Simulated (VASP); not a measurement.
# ZrZn4N (P-6m2) in VASP: further runs

ZrZn4N is run at these levels: PBE; tasks: relaxation of cell and atoms, single point.

All numbers are computed with VASP 6.6.1; they aren't measurements. Logs are shortened: lines on timing, memory, paths and dates and some standing lists are left out, and cuts for length are marked.

## 1. The cell of the first run

The structure is hexagonal, space group P-6m2 (No. 187). The conventional cell has a = 5.250 Å, b = 5.250 Å, c = 3.696 Å, α = 90.00°, β = 90.00°, γ = 120.00°. Zr (site symmetry -6m2) has 15 Zn at 3.03 to 3.21 Å and 3 N at 3.03 Å and 2 Zr at 3.70 Å within 4.0 Å. Zn (site symmetry -6m2) has 6 Zn at 2.44 Å and 3 N at 3.03 Å and 3 Zr at 3.03 Å within 3.2 Å. Within 3.3 Å of Zn (site symmetry mm2) lie 2 N at 2.35 Å and 6 Zn at 2.44 to 2.75 Å and 4 Zr at 3.21 Å. Within 3.1 Å of N (site symmetry -6m2) lie 9 Zn at 2.35 to 3.03 Å and 3 Zr at 3.03 Å.

The cell was generated, and may not be a known phase.

## 2. Relaxation of cell and atoms, PBE

File INCAR:

```
PREC = Accurate
ENCUT = 600
EDIFF = 1E-6
ISMEAR = 0
SIGMA = 0.1
LREAL = False
LASPH = True
NELM = 80
ALGO = Normal
ISIF = 3
LWAVE = False
LCHARG = False
GGA = PE
IBRION = 2
NSW = 100
EDIFFG = -0.01
```

File KPOINTS:

```
Automatic mesh
0
Gamma
  12 12 10
```

File POSCAR:

```
ZrZn4N
1.0
    5.2503423032      0.0000000000      0.0000000000
   -2.6251711516      4.5469298131      0.0000000000
    0.0000000000      0.0000000000      3.6956219719
Zr Zn N
1 4 1
Direct
    0.0000000000      0.0000000000      0.0000000000
    0.6666666667      0.3333333333      0.0000000000
    0.0156853675      0.5078426837      0.5000000000
    0.4921573163      0.5078426837      0.5000000000
    0.4921573163      0.9843146325      0.5000000000
    0.3333333333      0.6666666667      0.0000000000
```

Potentials or basis: VASP PAW PBE potentials, release 64 (Zr_sv, Zn, N).

Command:

```sh
$ cat potpaw_PBE.64/Zr_sv/POTCAR potpaw_PBE.64/Zn/POTCAR potpaw_PBE.64/N/POTCAR > POTCAR
$ mpirun -np 1 vasp_std > vasp.out
```

OUTCAR:

```text
PREC = Accurate
   ENCUT = 600
   EDIFF = 1E-6
   ISMEAR = 0
   LREAL = False
   LASPH = True
   NELM = 80
   ISIF = 3
   GGA = PE
   IBRION = 2
   NSW = 100
   EDIFFG = -0.01

 ion  position               nearest neighbor table
   1  0.000  0.000  0.000-   2 3.03   2 3.03   2 3.03   3 3.21   3 3.21   5 3.21   5 3.21   4 3.21
                             4 3.21   4 3.21   4 3.21   3 3.21   3 3.21   5 3.21   5 3.21
   2  0.667  0.333  0.000-   5 2.44   5 2.44   3 2.44   3 2.44   4 2.44   4 2.44   1 3.03   1 3.03
                             1 3.03
   3  0.016  0.508  0.500-   6 2.35   6 2.35   2 2.44   2 2.44   5 2.50   4 2.50   5 2.75   4 2.75
                             1 3.21   1 3.21   1 3.21   1 3.21
   4  0.492  0.508  0.500-   6 2.35   6 2.35   2 2.44   2 2.44   5 2.50   3 2.50   5 2.75   3 2.75
                             1 3.21   1 3.21   1 3.21   1 3.21
   5  0.492  0.984  0.500-   6 2.35   6 2.35   2 2.44   2 2.44   4 2.50   3 2.50   3 2.75   4 2.75
                             1 3.21   1 3.21   1 3.21   1 3.21
   6  0.333  0.667  0.000-   5 2.35   5 2.35   3 2.35   3 2.35   4 2.35   4 2.35

  LATTYP: Found a hexagonal cell.
 ALAT       =     5.2503423032
 C/A-ratio  =     0.7038821011

  Lattice vectors:

 A1 = (   5.2503423032,   0.0000000000,   0.0000000000)
 A2 = (  -2.6251711516,   4.5469298131,   0.0000000000)
 A3 = (   0.0000000000,   0.0000000000,   3.6956219719)

Analysis of symmetry for initial positions (statically):
=====================================================================
 Subroutine PRICEL returns:
 Original cell was already a primitive cell.

 Routine SETGRP: Setting up the symmetry group for a
 hexagonal supercell.

 Subroutine GETGRP returns: Found 12 space group operations
 (whereof 12 operations were pure point group operations)
 out of a pool of 24 trial point group operations.

The static configuration has the point symmetry D_3h.

Analysis of symmetry for dynamics (positions and initial velocities):
=====================================================================
 Subroutine PRICEL returns:
 Original cell was already a primitive cell.

 Routine SETGRP: Setting up the symmetry group for a
 hexagonal supercell.

 Subroutine GETGRP returns: Found 12 space group operations
 (whereof 12 operations were pure point group operations)
 out of a pool of 24 trial point group operations.

The dynamic configuration has the point symmetry D_3h.

 Subroutine INISYM returns: Found 12 space group operations
 (whereof 12 operations are pure point group operations),
 and found     1 'primitive' translations

----------------------------------------------------------------------------------------

                                     Primitive cell

  volume of cell :      88.2254

  direct lattice vectors                    reciprocal lattice vectors
     5.250342303  0.000000000  0.000000000     0.190463772  0.109964310  0.000000000
    -2.625171152  4.546929813  0.000000000     0.000000000  0.219928620  0.000000000
     0.000000000  0.000000000  3.695621972     0.000000000  0.000000000  0.270590447

  length of vectors
     5.250342303  5.250342303  3.695621972     0.219928620  0.219928620  0.270590447

  position of ions in fractional coordinates (direct lattice)
     0.000000000  0.000000000  0.000000000
     0.666666667  0.333333333  0.000000000
     0.015685367  0.507842684  0.500000000
     0.492157316  0.507842684  0.500000000
     0.492157316  0.984314633  0.500000000
     0.333333333  0.666666667  0.000000000

  ion indices of the primitive-cell ions
   primitive index   ion index
                 1           1
                 2           2
                 3           3
                 4           4
                 5           5
                 6           6

----------------------------------------------------------------------------------------

 KPOINTS: Automatic mesh

Automatic generation of k-mesh.
 Grid dimensions read from file:
 generate k-points for:   12   12   10

 Generating k-lattice:

  Cartesian coordinates                     Fractional coordinates (reciprocal lattice)
     0.015871981  0.009163693  0.000000000     0.083333333  0.000000000  0.000000000
     0.000000000  0.018327385  0.000000000     0.000000000  0.083333333  0.000000000
     0.000000000  0.000000000  0.027059045     0.000000000  0.000000000  0.100000000

  Length of vectors
     0.018327385  0.018327385  0.027059045

  Shift w.r.t. Gamma in fractional coordinates (k-lattice)
     0.000000000  0.000000000  0.000000000

 Subroutine IBZKPT returns following result:
 ===========================================

 Found    114 irreducible k-points:

 Following reciprocal coordinates:
            Coordinates               Weight
  0.000000  0.000000  0.000000      1.000000
  0.083333 -0.000000  0.000000      6.000000
  0.166667 -0.000000  0.000000      6.000000
  0.250000 -0.000000  0.000000      6.000000
  0.333333 -0.000000  0.000000      6.000000
  0.416667 -0.000000  0.000000      6.000000
[... 16 lines left out ...]
  0.250000 -0.000000  0.100000     12.000000
  0.333333 -0.000000  0.100000     12.000000
 [... further k-points ...]
   k-points           NKPTS =    114   k-points in BZ     NKDIM =    114   number of bands    NBANDS=     39
   number of dos      NEDOS =    301   number of ions     NIONS =      6
   total plane-waves  NPLWV =  52920
   dimension x,y,z NGX =    42 NGY =   42 NGZ =   30
   dimension x,y,z NGXF=    84 NGYF=   84 NGZF=   60
   ions per type =               1   4   1
   NGX,Y,Z   is equivalent  to a cutoff of  13.30, 13.30, 13.50 a.u.
   NGXF,Y,Z  is equivalent  to a cutoff of  26.60, 26.60, 26.99 a.u.
 SYSTEM =  unknown system
   PREC   = accura    normal or accurate (medium, high low for compatibility)
   ISTART =      0    job   : 0-new  1-cont  2-samecut
   ICHARG =      2    charge: 1-file 2-atom 10-const
   ISPIN  =      1    spin polarized calculation?
   LNONCOLLINEAR =      F non collinear calculations
   LSORBIT =      F    spin-orbit coupling
   LASPH  =      T    aspherical Exc in radial PAW
   ENCUT  =  600.0 eV  44.10 Ry    6.64 a.u.  10.49 10.49  7.38*2*pi/ulx,y,z
   NELM   =     80;   NELMIN=  2; NELMDL= -5     # of ELM steps
   EDIFF  = 0.1E-05   stopping-criterion for ELM
   LREAL  =      F    real-space projection
   EDIFFG = -.1E-01   stopping-criterion for IOM
   NSW    =    100    number of steps for IOM
   IBRION =      2    ionic relax: 0-MD 1-quasi-New 2-CG
   NFREE  =      1    steps in history (QN), initial steepest desc. (CG)
   ISIF   =      3    stress and relaxation
   ISYM   =      2    0-nonsym 1-usesym 2-fastsym
   POTIM  = 0.5000    time-step for ionic-motion
   TEBEG  =    0.0;   TEEND  =   0.0 temperature during run
   PSTRESS=    0.0 pullay stress
   NELECT =      65.0000    total number of electrons
   NUPDOWN=      -1.0000    fix difference up-down
   EMIN   =  10.00;   EMAX   =-10.00  energy-range for DOS
   EFERMI =   0.00;   METHOD = LEGACY
   ISMEAR =     0;   SIGMA  =   0.10  broadening in eV -4-tet -1-fermi 0-gaus
   EFERMI_NEDOS =   21; number of points for ismear=-14 and -15
   IALGO  =     38    algorithm
   IMIX   =      4    mixing-type and parameters
     AMIX     =   0.40;   BMIX     =  1.00
     AMIX_MAG =   1.60;   BMIX_MAG =  1.00
  volume/ion in A,a.u.               =      14.70        99.23
  Fermi-wavevector in a.u.,A,eV,Ry     =   1.478591  2.794132 29.745495  2.186232
  Thomas-Fermi vector in A             =   2.592853
   LORBIT       =      0    0 simple, 1 ext, 2 COOP (PROOUT), +10 PAW based schemes
   GGA     = PE    functional components
   LHFCALC =     F    Hartree Fock is set to
   AEXX    =    0.0000 exact exchange contribution
   IVDW    =     0    specifies the selected vdW correction
   LEPSILON=     F    determine dielectric tensor
   LRPA    =     F    only Hartree local field effects (RPA)
 conjugate gradient relaxation of ions
 non-spin polarized calculation
 Gauss-broadening in eV      SIGMA  =   0.10
  energy-cutoff  :      600.00
  volume of cell :       88.23
 maximum number of plane-waves:      2972
 NGX is ok and might be reduce to    42
   NGX = 21   NGY = 21   NGZ = 15

--------------------------------------- Ionic step        1  -------------------------------------------

 number of electron      65.0000015 magnetization

 Free energy of the ion-electron system (eV)
  ---------------------------------------------------
  ext. energy  EPLUGINS =         0.00000000
  ---------------------------------------------------
  free energy    TOTEN  =       -19.38842390 eV

  energy without entropy =      -19.37571192  energy(sigma->0) =      -19.38206791

------------------------ aborting loop because EDIFF is reached ----------------------------------------

  FORCE on cell =-STRESS in cart. coord.  units (eV):
  Direction    XX          YY          ZZ          XY          YZ          ZX
  --------------------------------------------------------------------------------------
  -------------------------------------------------------------------------------------
  Total        0.3842185      0.3842185     -0.0185858      0.0000000      0.0000000      0.0000000
  in kB        6.9774290      6.9774290     -0.3375193      0.0000000      0.0000000      0.0000000
  external PRESSURE =       4.5391129 kB  Pullay stress =       0.0000000 kB
[... 101 lines left out ...]
  FREE ENERGIE OF THE ION-ELECTRON SYSTEM (eV)
  ---------------------------------------------------
  free  energy   TOTEN  =       -19.3896315589 eV

  energy  without entropy=      -19.3770823083  energy(sigma->0) =      -19.38335693

[... ionic steps 4 to 16 ...]

--------------------------------------- Ionic step       17  -------------------------------------------

 number of electron      64.9999966 magnetization

------------------------ aborting loop because EDIFF is reached ----------------------------------------
[... 75 lines left out ...]
--------------------------------------- Ionic step       19  -------------------------------------------

 number of electron      64.9999967 magnetization

 Free energy of the ion-electron system (eV)
  ---------------------------------------------------
  ext. energy  EPLUGINS =         0.00000000
  ---------------------------------------------------
  free energy    TOTEN  =       -19.40650408 eV

  energy without entropy =      -19.39339585  energy(sigma->0) =      -19.39994996

 E-fermi :   5.2038     XC(G=0): -11.5823

 val. band max:        5.2010333590   @ k =   0.3333  -0.0000   0.3000
 cond. band min:       5.2046891029   @ k =   0.2500   0.0833   0.2000
 fundamental gap:      0.0036557439
 Fermi energy:         5.2037751239

 k-point     1 :       0.0000    0.0000    0.0000
  band No.  band energies     occupation
      1     -44.6050      2.00000
      2     -22.6342      2.00000
      3     -22.6342      2.00000
      4     -22.3698      2.00000
      5      -9.8985      2.00000
      6      -4.0876      2.00000
[... 997 lines left out ...]
     38       8.3958      0.00000
     39       9.0901      0.00000

 [... further k-points ...]

------------------------ aborting loop because EDIFF is reached ----------------------------------------

  FORCE on cell =-STRESS in cart. coord.  units (eV):
  Direction    XX          YY          ZZ          XY          YZ          ZX
  --------------------------------------------------------------------------------------
  -------------------------------------------------------------------------------------
  Total        0.0382383      0.0382383      0.0363471      0.0000000      0.0000000      0.0000000
  in kB        0.6853485      0.6853485      0.6514513      0.0000000      0.0000000      0.0000000
  external PRESSURE =       0.6740494 kB  Pullay stress =       0.0000000 kB
[... 21 lines left out ...]
  FREE ENERGIE OF THE ION-ELECTRON SYSTEM (eV)
  ---------------------------------------------------
  free  energy   TOTEN  =       -19.4065040790 eV

  energy  without entropy=      -19.3933958479  energy(sigma->0) =      -19.39994996

 reached required accuracy - stopping structural energy minimisation
```

It took 1.7 h on 1 thread of Intel Xeon 6975P-C (Granite Rapids), shared host; peak memory 0.54 GiB.

Results:

```
Free energy                           : -19.4065 eV
Relaxed volume                        : 14.90 Å³/atom
Relaxed cell                          : a = 5.453 Å, b = 5.453 Å, c = 3.471 Å, α = 90.00°, β = 90.00°, γ = 120.00°
Space group after relaxing (to 0.1 Å) : P-6m2 (No. 187)
Energy gained by relaxing             : 3.0 meV/atom
Ionic steps                           : 19
Pressure after relaxing               : 0.1 GPa
Largest force after relaxing          : 0.004 eV/Å
Band gap on the k mesh                : zero (an odd number of electrons rules out a gap without spin polarisation)
```

Forces on the atoms (eV/Å):
```
Zr   0.000  0.000  0.000
Zn   0.000  0.000  0.000
Zn  -0.003 -0.002  0.000
Zn   0.003 -0.002  0.000
Zn   0.000  0.004  0.000
N    0.000  0.000  0.000
```

Step by step:
```tsv
step	energy change (eV)	largest force (eV/Å)	pressure (GPa)	volume (Å³)
1	0.0000	0.0432	0.45	88.23
2	-0.0012	0.0195	-0.21	88.76
3	-0.0012	0.0169	-0.13	88.74
4	-0.0019	0.0310	-0.11	88.69
5	-0.0036	0.0752	0.12	88.57
6	-0.0048	0.1698	0.64	88.30
7	-0.0050	0.1699	0.62	88.30
8	-0.0055	0.1720	0.65	88.33
9	-0.0064	0.1757	0.62	88.37
10	-0.0081	0.1842	0.62	88.46
11	-0.0111	0.2015	0.56	88.62
12	-0.0111	0.2324	0.75	88.86
13	-0.0125	0.2157	0.66	88.75
14	-0.0157	0.1495	0.35	89.07
15	-0.0178	0.0356	-0.27	89.64
16	-0.0178	0.0396	-0.20	89.62
17	-0.0180	0.0189	-0.08	89.51
18	-0.0181	0.0113	-0.05	89.47
19	-0.0181	0.0036	0.07	89.39
```

Final structure:
```
Zr Zn N
1.0
     5.45348    0.00000    0.00000
    -2.72674    4.72285    0.00000
     0.00000    0.00000    3.47072
Zr Zn N
1 4 1
Direct
  0.00000 0.00000 0.00000
  0.66667 0.33333 0.00000
  0.02384 0.51192 0.50000
  0.48808 0.51192 0.50000
  0.48808 0.97616 0.50000
  0.33333 0.66667 0.00000
```

Levels at points of the mesh, in eV from the Fermi level:
```tsv
k point	band 28	band 29	band 30	band 31	band 32	band 33	band 34	band 35	band 36	band 37
(0.00, 0.00, 0.00)	-4.55	-2.89	-2.26	-2.26	-1.79	0.50	1.74	1.74	1.79	1.79
(0.50, 0.00, 0.00)	-4.94	-2.60	-2.40	-1.58	-1.41	0.18	1.30	1.46	1.63	1.96
(0.00, 0.00, 0.50)	-3.97	-3.97	-3.79	-2.02	-2.02	0.64	0.64	0.69	0.69	2.84
(0.50, 0.00, 0.50)	-5.27	-3.66	-2.40	-1.62	-1.33	0.07	0.27	0.59	1.45	2.84
```

## 3. Single point, PBE

This run uses another cell than the first one, of 14.25 Å³/atom.

File INCAR:

```
SYSTEM = ZrZn4N
PREC     = Accurate       ! precision mode
ENCUT    = 520            ! plane-wave cutoff, eV
EDIFF    = 1E-6           ! SCF threshold, eV
ISMEAR   = 0              ! smearing method
SIGMA    = 0.1            ! smearing width, eV
LREAL    = .FALSE.        ! projectors in reciprocal space
LASPH    = .TRUE.         ! aspherical terms in the spheres
NELM     = 80             ! most SCF steps
ALGO     = Normal         ! electronic algorithm
ISIF     = 2              ! what is computed and relaxed
LWAVE    = .FALSE.        ! write WAVECAR
LCHARG   = .TRUE.         ! write CHGCAR
GGA      = PE             ! functional
LELF     = .TRUE.         ! ELF
LVHAR    = .TRUE.       
NBANDS   = 42             ! bands
```

File KPOINTS:

```
Automatic mesh
0
G
  6 6 4
  0 0 0
```

File POSCAR:

```
ZrZn4N
1.0
    4.9385266400      0.0000000000      0.0000000000
   -2.4692633200      4.2768895300      0.0000000000
    0.0000000000      0.0000000000      4.0478714200
Zr Zn N
1 4 1
Direct
    0.0000000000      0.0000000000      0.0000000000
    0.6666666700      0.3333333300      0.0000000000
    0.9995070100      0.4997535000      0.5000000000
    0.5002465000      0.4997535000      0.5000000000
    0.5002465000      0.0004929900      0.5000000000
    0.3333333300      0.6666666700      0.0000000000
```

Potentials or basis: VASP PAW PBE potentials, release 64 (Zr_sv, Zn, N).

Command:

```sh
$ cat potpaw_PBE.64/Zr_sv/POTCAR potpaw_PBE.64/Zn/POTCAR potpaw_PBE.64/N/POTCAR > POTCAR
$ mpirun -np 1 vasp_std > vasp.out
```

Wall time 52 s (1 thread of Intel Xeon Platinum 8488C (Sapphire Rapids), shared host); peak memory 0.24 GiB.

It converged, with:

```yaml
Free_energy: -19.2155 eV
Pressure: 3.8 GPa
Largest_force: 0.683 eV/Å
Band_gap_on_the_k_mesh: zero (an odd number of electrons rules out a gap without spin polarisation)
```

Forces in eV/Å, atoms in the order of the input:
```
Zr   0.000  0.000  0.000
Zn   0.000  0.000  0.000
Zn   0.592  0.342  0.000
Zn  -0.592  0.342  0.000
Zn   0.000 -0.683  0.000
N    0.000  0.000  0.000
```

Stress tensor (GPa, compression positive):
```
 5.80  0.00  0.00
 0.00  5.80  0.00
 0.00  0.00 -0.33
```

Levels at points of the mesh, in eV from the Fermi level:
| k point | band 29 | band 30 | band 31 | band 32 | band 33 | band 34 | band 35 | band 36 |
| --- | --- | --- | --- | --- | --- | --- | --- | --- |
| (0.00, 0.00, 0.00) | -3.78 | -2.34 | -1.21 | -1.21 | 0.71 | 1.12 | 1.12 | 1.88 |
| (0.50, 0.00, 0.00) | -3.17 | -2.29 | -1.68 | -0.84 | -0.25 | 0.77 | 1.08 | 1.75 |
| (0.00, 0.00, 0.50) | -3.99 | -3.84 | -1.75 | -1.75 | 0.98 | 0.98 | 1.55 | 1.55 |
| (0.50, 0.00, 0.50) | -3.42 | -2.19 | -1.80 | -1.58 | 0.17 | 0.63 | 1.30 | 2.11 |

Caveat: the k points lie up to 0.39 Å⁻¹ apart, too coarse for converged energies and pressures of a metal.

The gap in the log of VASP goes by the Fermi energy; the results here count the filled bands.